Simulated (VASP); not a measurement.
# Ge: single point with PBE

Ge:

```
Ge
1.0
     7.27506    0.00000    0.00000
     0.00000    7.27506    0.00000
     0.00000    0.00000    5.61460
Ge
8
Direct
  0.50000 0.00000 0.79275
  0.00000 0.50000 0.79275
  0.24767 0.00000 0.50000
  0.75233 0.00000 0.50000
  0.00000 0.24767 0.50000
  0.00000 0.75233 0.50000
  0.50000 0.00000 0.20725
  0.00000 0.50000 0.20725
```

The cell was built from a structure type or drawn by symmetry, and may not be a known phase.

| Property | Result |
| --- | --- |
| Program | VASP 6.6.1 |
| Task | single point |
| Functional | PBE |
| Potentials or basis | VASP PAW PBE potentials, release 64 (Ge_d) |
| Cutoff | 520 eV |
| k mesh | 6 × 6 × 8 |
| Occupations | gaussian, width 0.1 eV |
| Spin | no spin polarisation |
| Dipole correction | no |
| Further INCAR settings | ALGO = Fast; EDIFF = 1e-06; NBANDS = 66 |

* Pressure: 0.0 GPa
* Largest force: 0.010 eV/Å
* Band gap on the k mesh: zero (bands 56 and 57 overlap by 0.80 eV)

Forces on the atoms (eV/Å):
```
Ge   0.000  0.000  0.008
Ge   0.000  0.000  0.008
Ge  -0.010  0.000  0.000
Ge   0.010  0.000  0.000
Ge   0.000 -0.010  0.000
Ge   0.000  0.010  0.000
Ge   0.000  0.000 -0.008
Ge   0.000  0.000 -0.008
```

Levels at points of the mesh, in eV from the Fermi level:
```csv
k point,band 52,band 53,band 54,band 55,band 56,band 57,band 58,band 59,band 60,band 61
"(0.00, 0.00, 0.00)",-1.95,-1.61,-1.61,-0.70,-0.70,0.36,0.73,2.33,2.33,2.55
"(0.50, 0.00, 0.00)",-1.99,-1.59,-1.35,-1.27,-0.03,1.07,1.91,2.00,2.19,2.22
"(0.50, 0.50, 0.00)",-3.06,-2.70,-0.92,-0.69,0.39,1.29,1.78,1.92,2.34,2.34
"(0.00, 0.00, 0.50)",-1.33,-1.33,-0.99,-0.77,-0.30,-0.30,0.63,0.63,0.78,1.15
"(0.50, 0.00, 0.50)",-1.20,-1.07,-0.78,-0.45,-0.42,-0.41,0.28,1.39,1.63,1.89
"(0.50, 0.50, 0.50)",-1.96,-1.16,-1.16,-0.87,0.09,0.41,1.21,1.21,2.34,2.62
```

It took 16 min on 1 thread of Oxide Virtual Turin-like Processor (shared host), peak memory 0.74 GiB.

Caveat: semilocal functionals underestimate gaps, so a narrow gap can read as zero.
